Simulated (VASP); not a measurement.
Crystal: GaSb.

```
Sb Ga
1.0
     0.00000    3.05900    3.05900
     3.05900    0.00000    3.05900
     3.05900    3.05900    0.00000
Sb Ga
1 1
Cartesian
  4.5885 4.5885 4.5885
  0.0000 0.0000 0.0000
```

Program: VASP 6.6.1. Alike in all runs: task single point; potentials or basis VASP PAW PBE potentials, release 64 (Sb, Ga_d); no spin polarisation; cell as given; k mesh 4 × 4 × 4; cutoff (eV) 520; smearing fermi-dirac 0.05 eV.

Task: Order these runs on this cell by their band gap on the k mesh, lowest first.
A. level PBEsol-based global hybrid with 25 % exact exchange; share of exact exchange 0.25
B. level PBE-based screened hybrid with 25 % exact exchange; share of exact exchange 0.25; screening parameter 0.3 1/Å
C. level B3LYP; share of exact exchange 0.2

Result: B (0.73 eV), C (1.09 eV), A (1.53 eV).

Caveats: all runs use coarse meshes; spin-orbit coupling is left out, which moves the levels of the heavy elements.

A k mesh can miss the band edges.
